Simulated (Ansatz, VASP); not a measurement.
# As in VASP and in Ansatz

File INCAR:

```
ALGO     = Normal         # electronic algorithm
EDIFF    = 1E-6           # SCF threshold, eV
ENCUT    = 520            # plane-wave cutoff, eV
GGA      = CA             # functional
ISIF     = 2              # what is computed and relaxed
ISMEAR   = -1             # smearing method
LASPH    = True           # aspherical terms in the spheres
LCHARG   = False          # write CHGCAR
LREAL    = False          # projectors in reciprocal space
LWAVE    = False          # write WAVECAR
NBANDS   = 14             # bands
NELM     = 100            # most SCF steps
PREC     = Accurate       # precision mode
SIGMA    = 0.1            # smearing width, eV
```

KPOINTS

```
k-points
0
Gamma
  9 9 13
```

Contents of POSCAR:

```
As
1.0
    4.6215557667      0.0000000000      0.0000000000
   -2.3107778834      4.0023846990      0.0000000000
    0.0000000000      0.0000000000      2.6896366039
As
3
Direct
    1.0000000000      1.0000000000      0.0000000000
    0.3333333333      0.6666666667      0.5000000000
    0.6666666667      0.3333333333      0.5000000000
```

Input for Ansatz:

```yaml
crystal:
  lattice:
    - [4.6215557667, 0.0, 0.0]
    - [-2.3107778834, 4.002384699, 0.0]
    - [0.0, 0.0, 2.6896366039]
  atoms:
    - { symbol: As, position: [1.0, 1.0, 0.0] }
    - { symbol: As, position: [0.3333333333, 0.6666666667, 0.5] }
    - { symbol: As, position: [0.6666666667, 0.3333333333, 0.5] }
hamiltonian:
  xc: lda
  pseudopotentials:
    kind: paw
    azcp:
      As: "pseudopotentials/As.paw.azcp"
basis:
  ecutwfc: 420
  fft_grid_basis: typed
kpoints:
  mp_grid: { grid: [9, 9, 13], shift: [0, 0, 0] }
magnetization:
  spin_polarized: false
scf:
  occupations: { method: fermi_dirac, width: 0.1 }
  lower_state_search: "off"
output:
  stress: true
  write_density: true
  write_potential: true
  elf: true
  volumetric_format: npy
```

Alike in both runs: task single point; functional LDA; k mesh 9 × 9 × 13; occupations fermi-dirac, width 0.1 eV; no spin polarisation.

|  | VASP | Ansatz |
| --- | --- | --- |
| version | VASP 6.6.1 | Ansatz 0.2.0 |
| potentials or method | VASP PAW LDA potentials, release 64 (As), cutoff 520 eV | plane waves (420 eV) with PAW, scalar-relativistic |
| valence electrons in the cell | 15 | 45 |

VASP gave:

```
pressure (GPa)                                                : 10.4
traceless stress, the component that is largest in VASP (GPa) : 3.66
```

Question: Estimate Ansatz's values.

Answer: Pressure (GPa): 9.8; traceless stress, the component that is largest in VASP (GPa): 3.60.

Ansatz warns that its potentials were made for another functional, while VASP's fit it. LDA's correlation is that of Perdew and Zunger in VASP and of Perdew and Wang (1992) in Ansatz. VASP's potentials hold 15 valence electrons a cell and Ansatz's 45, so a difference there can come from the potentials and not from the codes.
